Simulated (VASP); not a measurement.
A run of VASP 6.6.1 is set up as follows.

Contents of INCAR:

```
SYSTEM = BN
  PREC = Accurate
  ENCUT = 520
  EDIFF = 1E-8
  ISMEAR = -1
  SIGMA = 0.02
  LREAL = .FALSE.
  LASPH = .TRUE.
  NELM = 80
  ALGO = Normal
  ISIF = 2
  LWAVE = .FALSE.
  LCHARG = .FALSE.
  LEFG = .TRUE.
  NBANDS = 11
```

Contents of KPOINTS:

```
Automatic mesh
0
G
  11 11 11
  0 0 0
```

Contents of POSCAR:

```
BN
1.0
    0.0000000000      1.8255750000      1.8075000000
    1.8255750000      0.0000000000      1.8075000000
    1.8255750000      1.8255750000      0.0000000000
B N
1 1
Direct
    0.0000000000      0.0000000000      0.0000000000
    0.7500000000      0.7500000000      0.7500000000
```

Potentials or basis: VASP PAW LDA potentials, release 64 (B, N).

The run is started by

```sh
$ cat potpaw_LDA.64/B/POTCAR potpaw_LDA.64/N/POTCAR > POTCAR
$ mpirun -np 1 vasp_std > vasp.out
```

(1) Estimate the pressure.

(2) Estimate the band gap on the k mesh.

Results:

(1) -17.1 GPa.

(2) 4.25 eV, indirect (least direct gap 8.48 eV).

Caveat: the cell differs from its parent crystal (equal xx and yy strain of +1 %); without QUAD_EFG the Cq values of the log hold for a quadrupole moment of 1 mb, not for the nuclei.
